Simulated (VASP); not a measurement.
# Mg: single point with PBE

The system is Mg.

```
CELL_PARAMETERS angstrom
0.00000 2.26838 2.26838
2.30205 0.00000 2.26838
2.30205 2.26838 0.00000
ATOMIC_POSITIONS crystal
Mg 0.00000 0.00000 0.00000
```

This cell differs from its parent crystal: strained.

```json
{"Program": "VASP 6.6.1", "Task": "single point", "Functional": "PBE", "Potentials or basis": "VASP PAW PBE potentials, release 64 (Mg)", "Cutoff": "520 eV", "k mesh": "14 × 14 × 14", "Occupations": "gaussian, width 0.1 eV", "Spin": "no spin polarisation", "Dipole correction": "no", "Further INCAR settings": "ALGO = Normal; EDIFF = 1e-07; NBANDS = 7"}
```

```json
{
  "Pressure": "-0.9 GPa",
  "Band gap on the k mesh": "zero (bands 1 and 2 overlap by 2.35 eV)"
}
```

Stress tensor (GPa, compression positive):
```
-1.23  0.00  0.00
 0.00 -0.69  0.00
 0.00  0.00 -0.69
```

Levels at points of the mesh, in eV from the Fermi level:
```tsv
k point	band 1	band 2	band 3	band 4
(0.00, 0.00, 0.00)	-6.77	12.11	12.22	12.22
(0.50, 0.00, 0.00)	-1.63	-1.27	10.98	11.25
(0.50, 0.50, 0.00)	-0.13	0.87	6.00	6.70
(0.00, 0.50, 0.50)	-0.31	0.65	6.15	6.95
```

Wall time 18 s on 1 thread of AMD EPYC 9R45 96-Core Processor (Zen 5) (shared host), peak memory 0.14 GiB.

Caveat: the cell differs from its parent crystal (strained).
